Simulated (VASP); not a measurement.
# EuCl3NH3 (Eu(Cl)3(NH3)) in VASP: single point with PBE

Aim: the single point of EuCl3NH3 (Eu(Cl)3(NH3)) with PBE.

All numbers are computed with VASP 6.6.1; they aren't measurements. Logs are shortened: lines on timing, memory, paths and dates and some standing lists are left out, and cuts for length are marked.

### Step 1. The cell of the first run

The cell holds a molecule in a box, 8 atoms: a = 12.180 Å, b = 12.180 Å, c = 12.180 Å, α = 90.00°, β = 90.00°, γ = 90.00°.

### Step 2. Single point, PBE, collinear spin, ferromagnetic start

INCAR reads:

```
PREC     = Accurate       # precision mode
ENCUT    = 520            # plane-wave cutoff, eV
EDIFF    = 1E-6           # SCF threshold, eV
ISMEAR   = 0              # smearing method
SIGMA    = 0.01           # smearing width, eV
LREAL    = F              # projectors in reciprocal space
LASPH    = T              # aspherical terms in the spheres
NELM     = 150            # most SCF steps
ALGO     = Normal         # electronic algorithm
ISIF     = 2              # what is computed and relaxed
LWAVE    = F              # write WAVECAR
LCHARG   = F              # write CHGCAR
ISPIN    = 2              # spin polarisation
MAGMOM   = 6 0 0 0 0 0 0 0 # initial moments
LORBIT   = 11             # projections on sites
LMAXMIX  = 6              # l up to which the mixer works
GGA      = PE             # functional
NBANDS   = 37             # bands
```

KPOINTS reads:

```
Automatic mesh
0
Gamma
  1 1 1
```

POSCAR reads:

```
EuH3NCl3
1.0
   12.1800000000      0.0000000000      0.0000000000
    0.0000000000     12.1800000000      0.0000000000
    0.0000000000      0.0000000000     12.1800000000
Eu Cl N H
1 3 1 3
Direct
    0.5383144500      0.4616059100      0.5383144500
    0.6304622300      0.6240344800      0.6304622300
    0.3758850600      0.3694581300      0.6304622300
    0.6304622300      0.3694581300      0.3758850600
    0.4197208500      0.5801995100      0.4197208500
    0.3694581300      0.6304622300      0.4646239700
    0.4646239700      0.6304622300      0.3694581300
    0.3694581300      0.5352963900      0.3694581300
```

Potentials or basis: VASP PAW PBE potentials, release 64 (Eu, Cl, N, H).

Started as:

```sh
$ cat potpaw_PBE.64/Eu/POTCAR potpaw_PBE.64/Cl/POTCAR potpaw_PBE.64/N/POTCAR potpaw_PBE.64/H/POTCAR > POTCAR
$ mpirun -np 1 vasp_gam > vasp.out
```

OUTCAR:

```text
PREC = Accurate
   ENCUT = 520
   EDIFF = 1E-6
   ISMEAR = 0
   LREAL = F
   LASPH = T
   NELM = 150
   ISIF = 2
   ISPIN = 2
   LORBIT = 11
   GGA = PE

 ion  position               nearest neighbor table
   1  0.538  0.462  0.538-   5 2.50   2 2.54   4 2.54   3 2.54
   2  0.630  0.624  0.630-   1 2.54
   3  0.376  0.369  0.630-   1 2.54
   4  0.630  0.369  0.376-   1 2.54
   5  0.420  0.580  0.420-   6 1.02   7 1.02   8 1.02   1 2.50
   6  0.369  0.630  0.465-   5 1.02
   7  0.465  0.630  0.369-   5 1.02
   8  0.369  0.535  0.369-   5 1.02

  LATTYP: Found a simple cubic cell.
 ALAT       =    12.1800000000

  Lattice vectors:

 A1 = (  12.1800000000,   0.0000000000,   0.0000000000)
 A2 = (   0.0000000000,  12.1800000000,   0.0000000000)
 A3 = (   0.0000000000,   0.0000000000,  12.1800000000)

Analysis of symmetry for initial positions (statically):
=====================================================================
 Subroutine PRICEL returns:
 Original cell was already a primitive cell.

 Routine SETGRP: Setting up the symmetry group for a
 simple cubic supercell.

 Subroutine GETGRP returns: Found  6 space group operations
 (whereof  2 operations were pure point group operations)
 out of a pool of 48 trial point group operations.

The static configuration has the point symmetry C_1h.
 The point group associated with its full space group is C_3v.

Analysis of symmetry for dynamics (positions and initial velocities):
=====================================================================
 Subroutine PRICEL returns:
 Original cell was already a primitive cell.

 Routine SETGRP: Setting up the symmetry group for a
 simple cubic supercell.

 Subroutine GETGRP returns: Found  6 space group operations
 (whereof  2 operations were pure point group operations)
 out of a pool of 48 trial point group operations.

The dynamic configuration has the point symmetry C_1h.
 The point group associated with its full space group is C_3v.

Analysis of structural, dynamic, and magnetic symmetry:
=====================================================================
 Subroutine PRICEL returns:
 Original cell was already a primitive cell.

 Routine SETGRP: Setting up the symmetry group for a
 simple cubic supercell.

 Subroutine GETGRP returns: Found  6 space group operations
 (whereof  2 operations were pure point group operations)
 out of a pool of 48 trial point group operations.

The overall configuration has the point symmetry C_1h.
 The point group associated with its full space group is C_3v.

 Subroutine INISYM returns: Found  6 space group operations
 (whereof  2 operations are pure point group operations),
 and found     1 'primitive' translations

----------------------------------------------------------------------------------------

                                     Primitive cell

  volume of cell :    1806.9322

  direct lattice vectors                    reciprocal lattice vectors
    12.180000000  0.000000000  0.000000000     0.082101806  0.000000000  0.000000000
     0.000000000 12.180000000  0.000000000     0.000000000  0.082101806  0.000000000
     0.000000000  0.000000000 12.180000000     0.000000000  0.000000000  0.082101806

  length of vectors
    12.180000000 12.180000000 12.180000000     0.082101806  0.082101806  0.082101806

  position of ions in fractional coordinates (direct lattice)
     0.538314450  0.461605910  0.538314450
     0.630462230  0.624034480  0.630462230
     0.375885060  0.369458130  0.630462230
     0.630462230  0.369458130  0.375885060
     0.419720850  0.580199510  0.419720850
     0.369458130  0.630462230  0.464623970
     0.464623970  0.630462230  0.369458130
     0.369458130  0.535296390  0.369458130

  ion indices of the primitive-cell ions
   primitive index   ion index
                 1           1
                 2           2
                 3           3
                 4           4
                 5           5
                 6           6
                 7           7
                 8           8

----------------------------------------------------------------------------------------

 KPOINTS: Automatic mesh

Automatic generation of k-mesh.
 Grid dimensions read from file:
 generate k-points for:    1    1    1

 Generating k-lattice:

  Cartesian coordinates                     Fractional coordinates (reciprocal lattice)
     0.082101806  0.000000000  0.000000000     1.000000000  0.000000000  0.000000000
     0.000000000  0.082101806  0.000000000     0.000000000  1.000000000  0.000000000
     0.000000000  0.000000000  0.082101806     0.000000000  0.000000000  1.000000000

  Length of vectors
     0.082101806  0.082101806  0.082101806

  Shift w.r.t. Gamma in fractional coordinates (k-lattice)
     0.000000000  0.000000000  0.000000000

 Subroutine IBZKPT returns following result:
 ===========================================

 Found      1 irreducible k-points:

 Following reciprocal coordinates:
            Coordinates               Weight
  0.000000  0.000000  0.000000      1.000000
   k-points           NKPTS =      1   k-points in BZ     NKDIM =      1   number of bands    NBANDS=     37
   number of dos      NEDOS =    301   number of ions     NIONS =      8
   total plane-waves  NPLWV = 884736
   dimension x,y,z NGX =    96 NGY =   96 NGZ =   96
   dimension x,y,z NGXF=   192 NGYF=  192 NGZF=  192
   ions per type =               1   3   1   3
   NGX,Y,Z   is equivalent  to a cutoff of  13.10, 13.10, 13.10 a.u.
   NGXF,Y,Z  is equivalent  to a cutoff of  26.21, 26.21, 26.21 a.u.
 SYSTEM =  unknown system
   PREC   = accura    normal or accurate (medium, high low for compatibility)
   ISTART =      0    job   : 0-new  1-cont  2-samecut
   ICHARG =      2    charge: 1-file 2-atom 10-const
   ISPIN  =      2    spin polarized calculation?
   LNONCOLLINEAR =      F non collinear calculations
   LSORBIT =      F    spin-orbit coupling
   LASPH  =      T    aspherical Exc in radial PAW
   ENCUT  =  520.0 eV  38.22 Ry    6.18 a.u.  22.65 22.65 22.65*2*pi/ulx,y,z
   NELM   =    150;   NELMIN=  2; NELMDL= -5     # of ELM steps
   EDIFF  = 0.1E-05   stopping-criterion for ELM
   LREAL  =      F    real-space projection
   EDIFFG = 0.1E-04   stopping-criterion for IOM
   NSW    =      0    number of steps for IOM
   IBRION =     -1    ionic relax: 0-MD 1-quasi-New 2-CG
   NFREE  =      0    steps in history (QN), initial steepest desc. (CG)
   ISIF   =      2    stress and relaxation
   ISYM   =      2    0-nonsym 1-usesym 2-fastsym
   POTIM  = 0.5000    time-step for ionic-motion
   TEBEG  =    0.0;   TEEND  =   0.0 temperature during run
   PSTRESS=    0.0 pullay stress
   NELECT =      46.0000    total number of electrons
   NUPDOWN=      -1.0000    fix difference up-down
   EMIN   =  10.00;   EMAX   =-10.00  energy-range for DOS
   EFERMI =   0.00;   METHOD = LEGACY
   ISMEAR =     0;   SIGMA  =   0.01  broadening in eV -4-tet -1-fermi 0-gaus
   EFERMI_NEDOS =   21; number of points for ismear=-14 and -15
   IALGO  =     38    algorithm
   IMIX   =      4    mixing-type and parameters
     AMIX     =   0.40;   BMIX     =  1.00
     AMIX_MAG =   1.60;   BMIX_MAG =  1.00
  volume/ion in A,a.u.               =     225.87      1524.22
  Fermi-wavevector in a.u.,A,eV,Ry     =   0.481593  0.910079  3.155624  0.231932
  Thomas-Fermi vector in A             =   1.479769
   LORBIT       =     11    0 simple, 1 ext, 2 COOP (PROOUT), +10 PAW based schemes
   GGA     = PE    functional components
   LHFCALC =     F    Hartree Fock is set to
   AEXX    =    0.0000 exact exchange contribution
   IVDW    =     0    specifies the selected vdW correction
   LEPSILON=     F    determine dielectric tensor
   LRPA    =     F    only Hartree local field effects (RPA)
 spin polarized calculation
 Gauss-broadening in eV      SIGMA  =   0.01
  energy-cutoff  :      520.00
  volume of cell :     1806.93
 maximum number of plane-waves:     24251
 NGX is ok and might be reduce to    90
   NGX = 45   NGY = 45   NGZ = 45

 number of electron      46.0000004 magnetization       5.9999997

 Free energy of the ion-electron system (eV)
  ---------------------------------------------------
  ext. energy  EPLUGINS =         0.00000000
  ---------------------------------------------------
  free energy    TOTEN  =       -43.37044388 eV

  energy without entropy =      -43.36540175  energy(sigma->0) =      -43.36792282

 E-fermi :  -6.1422     XC(G=0):  -1.2457

 val. band max:       -6.1455713330   @ k =   0.0000   0.0000   0.0000
 cond. band min:      -6.1388663851   @ k =   0.0000   0.0000   0.0000
 fundamental gap:      0.0067049480
 Fermi energy:        -6.1422188590

 spin component 1

 k-point     1 :       0.0000    0.0000    0.0000
  band No.  band energies     occupation
      1     -46.6221      1.00000
      2     -25.3179      1.00000
      3     -25.3179      1.00000
      4     -25.2115      1.00000
      5     -22.9227      1.00000
      6     -18.8003      1.00000
[... 27 lines left out ...]
     34       0.2376      0.00000
     35       0.4912      0.00000
 Fermi energy:        -6.1422188590

 spin component 2

 k-point     1 :       0.0000    0.0000    0.0000
  band No.  band energies     occupation
      1     -43.7823      1.00000
      2     -23.5613      1.00000
      3     -23.4422      1.00000
      4     -23.4422      1.00000
      5     -22.5413      1.00000
      6     -18.8921      1.00000
[... 27 lines left out ...]
     34       0.3743      0.00000
     35       0.6108      0.00000
 [bands above 35 left out]

------------------------ aborting loop because EDIFF is reached ----------------------------------------

  FORCE on cell =-STRESS in cart. coord.  units (eV):
  Direction    XX          YY          ZZ          XY          YZ          ZX
  --------------------------------------------------------------------------------------
  -------------------------------------------------------------------------------------
  Total        0.4170727      0.4170727      0.4170727      0.1104875      0.1104875     -0.1104875
  in kB        0.3698115      0.3698115      0.3698115      0.0979674      0.0979674     -0.0979674
  external PRESSURE =       0.3698115 kB  Pullay stress =       0.0000000 kB

 VOLUME and BASIS-vectors are now :
 -----------------------------------------------------------------------------
  energy-cutoff  :      520.00
  volume of cell :     1806.93
      direct lattice vectors                 reciprocal lattice vectors
    12.180000000  0.000000000  0.000000000     0.082101806  0.000000000  0.000000000
     0.000000000 12.180000000  0.000000000     0.000000000  0.082101806  0.000000000
     0.000000000  0.000000000 12.180000000     0.000000000  0.000000000  0.082101806

 POSITION                                       TOTAL-FORCE (eV/Angst)
 -----------------------------------------------------------------------------------
      6.55667      5.62236      6.55667         0.063956     -0.063956      0.063956
      7.67903      7.60074      7.67903         0.076996      0.135631      0.076996
      4.57828      4.50000      7.67903        -0.135631     -0.076996      0.076996
      7.67903      4.50000      4.57828         0.076996     -0.076996     -0.135631
      5.11220      7.06683      5.11220        -0.139979      0.139979     -0.139979
      4.50000      7.67903      5.65912         0.019422     -0.019422      0.018818
      5.65912      7.67903      4.50000         0.018818     -0.019422      0.019422
      4.50000      6.51991      4.50000         0.019422     -0.018818      0.019422
 -----------------------------------------------------------------------------------
    total drift:                                0.002789      0.005852      0.002789

  FREE ENERGIE OF THE ION-ELECTRON SYSTEM (eV)
  ---------------------------------------------------
  free  energy   TOTEN  =       -43.3704438849 eV

  energy  without entropy=      -43.3654017513  energy(sigma->0) =      -43.36792282

 total charge

# of ion       s       p       d       f       tot
--------------------------------------------------
    1        2.048   5.738   0.512   6.285  14.584
    2        1.601   3.524   0.000   0.000   5.125
    3        1.601   3.524   0.000   0.000   5.125
    4        1.601   3.524   0.000   0.000   5.125
    5        1.226   2.752   0.000   0.000   3.978
    6        0.631   0.081   0.000   0.000   0.712
    7        0.631   0.081   0.000   0.000   0.712
    8        0.631   0.081   0.000   0.000   0.712
--------------------------------------------------
tot          9.971  19.304   0.512   6.285  36.072

 magnetization (x)

# of ion       s       p       d       f       tot
--------------------------------------------------
    1       -0.008  -0.104   0.075   6.167   6.129
    2       -0.002  -0.087   0.000   0.000  -0.089
    3       -0.002  -0.087   0.000   0.000  -0.089
    4       -0.002  -0.087   0.000   0.000  -0.089
    5       -0.002  -0.009   0.000   0.000  -0.011
    6        0.000  -0.000   0.000   0.000   0.000
    7        0.000  -0.000   0.000   0.000   0.000
    8        0.000  -0.000   0.000   0.000   0.000
--------------------------------------------------
tot         -0.016  -0.373   0.075   6.167   5.852
```

Run time: 12 min. Hardware: 1 thread of Intel Xeon 6975P-C (Granite Rapids), shared host; peak memory 2.2 GiB.

What came out:

```yaml
Free_energy: -43.3704 eV
Largest_force: 0.242 eV/Å
Gap_between_the_frontier_levels: 0.01 eV
Net_moment: 6.00 μB per cell
Site_moments: Eu +6.13; Cl -0.09; N -0.01; H +0.00 μB
Valence_electrons_inside_the_program's_atomic_spheres: Eu 14.58; Cl 5.12; N 3.98; H 0.71
```

Forces in eV/Å, atoms in the order of the input:
```
Eu   0.064 -0.064  0.064
Cl   0.077  0.136  0.077
Cl  -0.136 -0.077  0.077
Cl   0.077 -0.077 -0.136
N   -0.140  0.140 -0.140
H    0.019 -0.019  0.019
H    0.019 -0.019  0.019
H    0.019 -0.019  0.019
```

Caveat: spin-orbit coupling is left out, which moves the levels of the heavy elements; without U or exact exchange the open f shell lies at the Fermi level, which spoils levels, moments and volumes.
